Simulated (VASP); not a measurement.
# CrSbC3 (P4mm) in VASP: further runs

CrSbC3 is run at these levels: PBE; tasks: single point, relaxation of cell and atoms.

Everything below comes from runs of VASP 6.6.1. Logs are shortened: lines on timing, memory, paths and dates and some standing lists are left out, and cuts for length are marked.

## (1) The cell of the first run

It takes space group P4mm (No. 99, tetragonal). Conventional cell: a = 4.031 Å, b = 4.031 Å, c = 3.846 Å, α = 90.00°, β = 90.00°, γ = 90.00°. Cr (site symmetry 4mm) has 6 C at 1.88 to 2.02 Å within 2.5 Å. Within 3.1 Å of Sb (site symmetry 4mm) lie 8 C at 2.32 to 2.98 Å and 4 Cr at 3.06 Å. Within 2.5 Å of C (site symmetry 4mm) lie 2 Cr at 1.88 to 1.97 Å. Within 2.9 Å of C (site symmetry 2mm) lie 2 Cr at 2.02 Å and 2 Sb at 2.32 Å and 8 C at 2.72 to 2.85 Å.

## (2) Single point, PBE

Contents of INCAR:

```
SYSTEM = CrSbC3
ALGO = Normal
EDIFF = 1E-6
ENCUT = 520
GGA = PE
ISIF = 2
ISMEAR = 0
LASPH = .TRUE.
LCHARG = .FALSE.
LREAL = .FALSE.
LWAVE = .FALSE.
NBANDS = 22
NELM = 80
PREC = Accurate
SIGMA = 0.1
```

Contents of KPOINTS:

```
k-points
0
G
  4 4 4
  0 0 0
```

Contents of POSCAR:

```
CrSbC3
1.0
    4.0306109292      0.0000000000      0.0000000000
    0.0000000000      4.0306109292      0.0000000000
    0.0000000000      0.0000000000      3.8461510192
Cr Sb C
1 1 3
Direct
    0.5000000000      0.5000000000      0.4472604607
    0.0000000000      0.0000000000      0.1588028250
    0.5000000000      0.5000000000      0.9351451348
    0.0000000000      0.5000000000      0.4593957897
    0.5000000000      0.0000000000      0.4593957897
```

Potentials or basis: VASP PAW PBE potentials, release 64 (Cr_pv, Sb, C).

Started as:

```
> cat potpaw_PBE.64/Cr_pv/POTCAR potpaw_PBE.64/Sb/POTCAR potpaw_PBE.64/C/POTCAR > POTCAR
> mpirun -np 1 vasp_std > vasp.out
```

OUTCAR:

```text
SYSTEM = CrSbC3
   EDIFF = 1E-6
   ENCUT = 520
   GGA = PE
   ISIF = 2
   ISMEAR = 0
   LASPH = .TRUE.
   LREAL = .FALSE.
   NELM = 80
   PREC = Accurate

 ion  position               nearest neighbor table
   1  0.500  0.500  0.447-   3 1.88   3 1.97   5 2.02   4 2.02   5 2.02   4 2.02   2 3.06   2 3.06
                             2 3.06   2 3.06
   2  0.000  0.000  0.159-   4 2.32   5 2.32   4 2.32   5 2.32   1 3.06   1 3.06   1 3.06   1 3.06

   3  0.500  0.500  0.935-   1 1.88   1 1.97
   4  0.000  0.500  0.459-   1 2.02   1 2.02   2 2.32   2 2.32
   5  0.500  0.000  0.459-   1 2.02   1 2.02   2 2.32   2 2.32

  LATTYP: Found a simple tetragonal cell.
 ALAT       =     4.0306109292
 C/A-ratio  =     0.9542352479

  Lattice vectors:

 A1 = (   4.0306109292,   0.0000000000,   0.0000000000)
 A2 = (   0.0000000000,   4.0306109292,   0.0000000000)
 A3 = (   0.0000000000,   0.0000000000,   3.8461510192)

Analysis of symmetry for initial positions (statically):
=====================================================================
 Subroutine PRICEL returns:
 Original cell was already a primitive cell.

 Routine SETGRP: Setting up the symmetry group for a
 simple tetragonal supercell.

 Subroutine GETGRP returns: Found  8 space group operations
 (whereof  8 operations were pure point group operations)
 out of a pool of 16 trial point group operations.

The static configuration has the point symmetry C_4v.

Analysis of symmetry for dynamics (positions and initial velocities):
=====================================================================
 Subroutine PRICEL returns:
 Original cell was already a primitive cell.

 Routine SETGRP: Setting up the symmetry group for a
 simple tetragonal supercell.

 Subroutine GETGRP returns: Found  8 space group operations
 (whereof  8 operations were pure point group operations)
 out of a pool of 16 trial point group operations.

The dynamic configuration has the point symmetry C_4v.

 Subroutine INISYM returns: Found  8 space group operations
 (whereof  8 operations are pure point group operations),
 and found     1 'primitive' translations

----------------------------------------------------------------------------------------

                                     Primitive cell

  volume of cell :      62.4839

  direct lattice vectors                    reciprocal lattice vectors
     4.030610929  0.000000000  0.000000000     0.248101347  0.000000000  0.000000000
     0.000000000  4.030610929  0.000000000     0.000000000  0.248101347  0.000000000
     0.000000000  0.000000000  3.846151019     0.000000000  0.000000000  0.260000191

  length of vectors
     4.030610929  4.030610929  3.846151019     0.248101347  0.248101347  0.260000191

  position of ions in fractional coordinates (direct lattice)
     0.500000000  0.500000000  0.447260461
     0.000000000  0.000000000  0.158802825
     0.500000000  0.500000000  0.935145135
     0.000000000  0.500000000  0.459395790
     0.500000000  0.000000000  0.459395790

  ion indices of the primitive-cell ions
   primitive index   ion index
                 1           1
                 2           2
                 3           3
                 4           4
                 5           5

----------------------------------------------------------------------------------------

 KPOINTS: k-points

Automatic generation of k-mesh.
 Grid dimensions read from file:
 generate k-points for:    4    4    4

 Generating k-lattice:

  Cartesian coordinates                     Fractional coordinates (reciprocal lattice)
     0.062025337  0.000000000  0.000000000     0.250000000  0.000000000  0.000000000
     0.000000000  0.062025337  0.000000000     0.000000000  0.250000000  0.000000000
     0.000000000  0.000000000  0.065000048     0.000000000  0.000000000  0.250000000

  Length of vectors
     0.062025337  0.062025337  0.065000048

  Shift w.r.t. Gamma in fractional coordinates (k-lattice)
     0.000000000  0.000000000  0.000000000

 Subroutine IBZKPT returns following result:
 ===========================================

 Found     18 irreducible k-points:

 Following reciprocal coordinates:
            Coordinates               Weight
  0.000000  0.000000  0.000000      1.000000
  0.250000  0.000000  0.000000      4.000000
  0.500000  0.000000  0.000000      2.000000
  0.250000  0.250000  0.000000      4.000000
  0.500000  0.250000  0.000000      4.000000
  0.500000  0.500000  0.000000      1.000000
[... 10 lines left out ...]
  0.500000  0.250000  0.500000      4.000000
  0.500000  0.500000  0.500000      1.000000
   k-points           NKPTS =     18   k-points in BZ     NKDIM =     18   number of bands    NBANDS=     22
   number of dos      NEDOS =    301   number of ions     NIONS =      5
   total plane-waves  NPLWV =  27000
   dimension x,y,z NGX =    30 NGY =   30 NGZ =   30
   dimension x,y,z NGXF=    60 NGYF=   60 NGZF=   60
   ions per type =               1   1   3
   NGX,Y,Z   is equivalent  to a cutoff of  12.37, 12.37, 12.97 a.u.
   NGXF,Y,Z  is equivalent  to a cutoff of  24.75, 24.75, 25.93 a.u.
 SYSTEM =  CrSbC3
   PREC   = accura    normal or accurate (medium, high low for compatibility)
   ISTART =      0    job   : 0-new  1-cont  2-samecut
   ICHARG =      2    charge: 1-file 2-atom 10-const
   ISPIN  =      1    spin polarized calculation?
   LNONCOLLINEAR =      F non collinear calculations
   LSORBIT =      F    spin-orbit coupling
   LASPH  =      T    aspherical Exc in radial PAW
   ENCUT  =  520.0 eV  38.22 Ry    6.18 a.u.   7.49  7.49  7.15*2*pi/ulx,y,z
   NELM   =     80;   NELMIN=  2; NELMDL= -5     # of ELM steps
   EDIFF  = 0.1E-05   stopping-criterion for ELM
   LREAL  =      F    real-space projection
[... 7 lines left out ...]
   TEBEG  =    0.0;   TEEND  =   0.0 temperature during run
   PSTRESS=    0.0 pullay stress
   NELECT =      29.0000    total number of electrons
   NUPDOWN=      -1.0000    fix difference up-down
   EMIN   =  10.00;   EMAX   =-10.00  energy-range for DOS
   EFERMI =   0.00;   METHOD = LEGACY
   ISMEAR =     0;   SIGMA  =   0.10  broadening in eV -4-tet -1-fermi 0-gaus
   EFERMI_NEDOS =   21; number of points for ismear=-14 and -15
   IALGO  =     38    algorithm
   IMIX   =      4    mixing-type and parameters
     AMIX     =   0.40;   BMIX     =  1.00
     AMIX_MAG =   1.60;   BMIX_MAG =  1.00
  volume/ion in A,a.u.               =      12.50        84.33
  Fermi-wavevector in a.u.,A,eV,Ry     =   1.267510  2.395247 21.858877  1.606582
  Thomas-Fermi vector in A             =   2.400654
   LORBIT       =      0    0 simple, 1 ext, 2 COOP (PROOUT), +10 PAW based schemes
   GGA     = PE    functional components
   LHFCALC =     F    Hartree Fock is set to
   AEXX    =    0.0000 exact exchange contribution
   IVDW    =     0    specifies the selected vdW correction
   LEPSILON=     F    determine dielectric tensor
   LRPA    =     F    only Hartree local field effects (RPA)
 non-spin polarized calculation
 Gauss-broadening in eV      SIGMA  =   0.10
  energy-cutoff  :      520.00
  volume of cell :       62.48
 maximum number of plane-waves:      1704
 NGX is ok and might be reduce to    30
   NGX = 15   NGY = 15   NGZ = 15

 number of electron      28.9999993 magnetization

 Free energy of the ion-electron system (eV)
  ---------------------------------------------------
  ext. energy  EPLUGINS =         0.00000000
  ---------------------------------------------------
  free energy    TOTEN  =       -32.74285644 eV

  energy without entropy =      -32.71920382  energy(sigma->0) =      -32.73103013

 E-fermi :   7.6155     XC(G=0): -11.3907

 val. band max:        7.5896304047   @ k =   0.2500   0.0000   0.2500
 cond. band min:       7.6201010318   @ k =   0.5000   0.2500   0.5000
 fundamental gap:      0.0304706271
 Fermi energy:         7.6154702751

 k-point     1 :       0.0000    0.0000    0.0000
  band No.  band energies     occupation
      1     -35.8768      2.00000
      2     -35.8768      2.00000
      3     -35.7907      2.00000
      4      -6.9134      2.00000
      5      -2.0130      2.00000
      6      -1.8567      2.00000
[... 14 lines left out ...]
     21       9.7627      0.00000
     22      11.6104      0.00000

 k-point     2 :       0.2500    0.0000    0.0000
  band No.  band energies     occupation
      1     -35.8780      2.00000
      2     -35.8766      2.00000
      3     -35.7905      2.00000
      4      -6.3887      2.00000
      5      -2.8699      2.00000
      6      -1.8274      2.00000
[... 14 lines left out ...]
     21      11.2283      0.00000
     22      12.5241      0.00000

 k-point     3 :       0.5000    0.0000    0.0000
  band No.  band energies     occupation
      1     -35.8792      2.00000
      2     -35.8763      2.00000
      3     -35.7903      2.00000
      4      -5.1143      2.00000
      5      -4.6384      2.00000
      6      -1.6893      2.00000
[... 14 lines left out ...]
     21      11.2253      0.00000
     22      12.9913      0.00000

 k-point     4 :       0.2500    0.2500    0.0000
  band No.  band energies     occupation
      1     -35.8778      2.00000
      2     -35.8777      2.00000
      3     -35.7903      2.00000
      4      -5.8726      2.00000
      5      -2.6039      2.00000
      6      -2.4250      2.00000
[... 14 lines left out ...]
     21      11.7472      0.00000
     22      12.1326      0.00000

 k-point     5 :       0.5000    0.2500    0.0000
  band No.  band energies     occupation
      1     -35.8789      2.00000
      2     -35.8775      2.00000
      3     -35.7900      2.00000
      4      -4.6131      2.00000
      5      -4.1719      2.00000
      6      -1.9827      2.00000
[... 267 lines left out ...]
 k-point    16 :       0.2500    0.2500    0.5000
  band No.  band energies     occupation
      1     -35.8769      2.00000
      2     -35.8769      2.00000
      3     -35.7934      2.00000
      4      -4.9693      2.00000
      5      -2.2589      2.00000
      6      -2.1972      2.00000
[... 14 lines left out ...]
     21      12.3781      0.00000
     22      13.2552      0.00000

 k-point    17 :       0.5000    0.2500    0.5000
  band No.  band energies     occupation
      1     -35.8780      2.00000
      2     -35.8767      2.00000
      3     -35.7931      2.00000
      4      -3.9131      2.00000
      5      -3.1131      2.00000
      6      -1.8272      2.00000
[... 14 lines left out ...]
     21      13.0717      0.00000
     22      14.2603      0.00000

 k-point    18 :       0.5000    0.5000    0.5000
  band No.  band energies     occupation
      1     -35.8777      2.00000
      2     -35.8777      2.00000
      3     -35.7929      2.00000
      4      -2.5712      2.00000
      5      -2.5712      2.00000
      6      -2.3744      2.00000
[... 14 lines left out ...]
     21      14.4110      0.00000
     22      14.4110      0.00000

------------------------ aborting loop because EDIFF is reached ----------------------------------------

  FORCE on cell =-STRESS in cart. coord.  units (eV):
  Direction    XX          YY          ZZ          XY          YZ          ZX
  --------------------------------------------------------------------------------------
  -------------------------------------------------------------------------------------
  Total       -0.0041040     -0.0041040      0.1059304      0.0000000      0.0000000      0.0000000
  in kB       -0.1052317     -0.1052317      2.7162093      0.0000000      0.0000000      0.0000000
  external PRESSURE =       0.8352486 kB  Pullay stress =       0.0000000 kB

 VOLUME and BASIS-vectors are now :
 -----------------------------------------------------------------------------
  energy-cutoff  :      520.00
  volume of cell :       62.48
      direct lattice vectors                 reciprocal lattice vectors
     4.030610929  0.000000000  0.000000000     0.248101347  0.000000000  0.000000000
     0.000000000  4.030610929  0.000000000     0.000000000  0.248101347  0.000000000
     0.000000000  0.000000000  3.846151019     0.000000000  0.000000000  0.260000191

 POSITION                                       TOTAL-FORCE (eV/Angst)
 -----------------------------------------------------------------------------------
      2.01531      2.01531      1.72023        -0.000000      0.000000      0.015578
      0.00000      0.00000      0.61078        -0.000000      0.000000     -0.061031
      2.01531      2.01531      3.59671        -0.000000     -0.000000      0.001479
      0.00000      2.01531      1.76691         0.000000      0.000000      0.021987
      2.01531      0.00000      1.76691        -0.000000      0.000000      0.021987
 -----------------------------------------------------------------------------------
    total drift:                                0.000000      0.000000     -0.001446

  FREE ENERGIE OF THE ION-ELECTRON SYSTEM (eV)
  ---------------------------------------------------
  free  energy   TOTEN  =       -32.7428564392 eV

  energy  without entropy=      -32.7192038228  energy(sigma->0) =      -32.73103013
```

Run time: 19 s. Hardware: 1 thread of Intel Xeon Platinum 8559C (Emerald Rapids), shared host; peak memory 0.17 GiB.

Results:

* Free energy: -32.7429 eV
* Pressure: 0.1 GPa
* Largest force: 0.061 eV/Å
* Band gap on the k mesh: zero (an odd number of electrons rules out a gap without spin polarisation)

Forces on the atoms (eV/Å):
```
Cr   0.000  0.000  0.016
Sb   0.000  0.000 -0.061
C    0.000  0.000  0.001
C    0.000  0.000  0.022
C    0.000  0.000  0.022
```

Stress tensor (GPa, compression positive):
```
-0.01  0.00  0.00
 0.00 -0.01  0.00
 0.00  0.00  0.27
```

Caveat: the k points lie up to 0.41 Å⁻¹ apart, too coarse for converged energies and pressures of a metal; spin-orbit coupling is left out, which moves the levels of the heavy elements; the run has no spin polarisation, though such a crystal can be magnetic.

## (3) Relaxation of cell and atoms, PBE

This run uses another cell than the first one, of 10.71 Å³/atom.

Contents of INCAR:

```
PREC = Accurate
ENCUT = 600
EDIFF = 1E-6
ISMEAR = 0
SIGMA = 0.1
LREAL = False
LASPH = True
NELM = 100
ALGO = Normal
ISIF = 3
LWAVE = False
LCHARG = False
GGA = PE
IBRION = 2
NSW = 90
EDIFFG = -0.04
```

Contents of KPOINTS:

```
Automatic mesh
0
Gamma
  4 4 4
```

Contents of POSCAR:

```
CrSbC3
1.0
    3.7535285551      0.0000000000      0.0000000000
    0.0000000000      3.7535285551      0.0000000000
    0.0000000000      0.0000000000      3.8005652538
Cr Sb C
1 1 3
Direct
    0.5000000000      0.5000000000      0.5150000000
    0.0000000000      0.0000000000      0.0000000000
    0.5000000000      0.5000000000      0.9750000000
    0.0000000000      0.5000000000      0.4850000000
    0.5000000000      0.0000000000      0.4850000000
```

Potentials or basis: VASP PAW PBE potentials, release 64 (Cr_pv, Sb, C).

Started as:

```
> cat potpaw_PBE.64/Cr_pv/POTCAR potpaw_PBE.64/Sb/POTCAR potpaw_PBE.64/C/POTCAR > POTCAR
> mpirun -np 1 vasp_std > vasp.out
```

It took 2 min on 1 thread of Intel Xeon Platinum 8559C (Emerald Rapids), shared host; peak memory 0.18 GiB.

It converged, with:

| Quantity | Value |
| --- | --- |
| Free energy | -32.4178 eV |
| Relaxed volume | 11.97 Å³/atom |
| Relaxed cell | a = 3.891 Å, b = 3.891 Å, c = 3.953 Å, α = 90.00°, β = 90.00°, γ = 90.00° |
| Space group after relaxing (to 0.1 Å) | P4mm (No. 99) |
| Energy gained by relaxing | 103.9 meV/atom |
| Ionic steps | 9 |
| Pressure after relaxing | -0.2 GPa |
| Largest force after relaxing | 0.032 eV/Å |
| Band gap on the k mesh | zero (an odd number of electrons rules out a gap without spin polarisation) |

Forces in eV/Å, atoms in the order of the input:
```
Cr   0.000  0.000  0.011
Sb   0.000  0.000  0.017
C    0.000  0.000  0.032
C    0.000  0.000 -0.030
C    0.000  0.000 -0.030
```

Stress tensor (GPa, compression positive):
```
-0.47  0.00  0.00
 0.00 -0.47  0.00
 0.00  0.00  0.29
```

The path:
```csv
step,energy change (eV),largest force (eV/Å),pressure (GPa),volume (Å³)
1,0.0000,2.1529,25.08,53.55
2,-0.0421,0.6247,-16.12,67.61
3,-0.5090,0.1521,-0.54,59.99
4,-0.5093,0.1422,-0.08,59.85
5,-0.5092,0.1330,0.29,59.72
6,-0.5111,0.1424,0.21,59.73
7,-0.5161,0.1254,0.03,59.79
8,-0.5182,0.1688,-0.44,59.91
9,-0.5193,0.0320,-0.21,59.86
```

Final structure:
```yaml
crystal:
  lattice:
    - [3.89137, 0.00000, 0.00000]
    - [0.00000, 3.89137, 0.00000]
    - [0.00000, 0.00000, 3.95273]
  atoms:
    - { symbol: Cr, position: [0.50000, 0.50000, 0.51935] }
    - { symbol: Sb, position: [0.00000, 0.00000, 0.00278] }
    - { symbol: C, position: [0.50000, 0.50000, 0.99036] }
    - { symbol: C, position: [0.00000, 0.50000, 0.47376] }
    - { symbol: C, position: [0.50000, 0.00000, 0.47376] }
```

Levels at points of the mesh, in eV from the Fermi level:
```csv
k point,band 12,band 13,band 14,band 15,band 16,band 17,band 18
"(0.00, 0.00, 0.00)",-1.30,-0.78,-0.30,0.13,0.13,0.54,1.27
"(0.50, 0.00, 0.00)",-2.86,-1.46,-1.13,0.64,0.91,1.19,1.63
"(0.50, 0.50, 0.00)",-2.69,-2.69,-2.66,-1.17,0.22,2.23,2.26
"(0.00, 0.00, 0.50)",-2.74,-1.44,-0.73,0.72,0.72,0.94,1.36
"(0.50, 0.00, 0.50)",-2.81,-2.55,-2.28,-1.09,0.37,2.02,2.25
"(0.50, 0.50, 0.50)",-4.02,-3.98,0.68,0.68,0.76,2.07,2.07
```

Caveat: the k points lie up to 0.40 Å⁻¹ apart in the final cell, too coarse for converged energies and pressures of a metal; spin-orbit coupling is left out, which moves the levels of the heavy elements; the run has no spin polarisation, though such a crystal can be magnetic. Spin polarisation is off, so any magnetic state and its effect on volume and gap are missing.
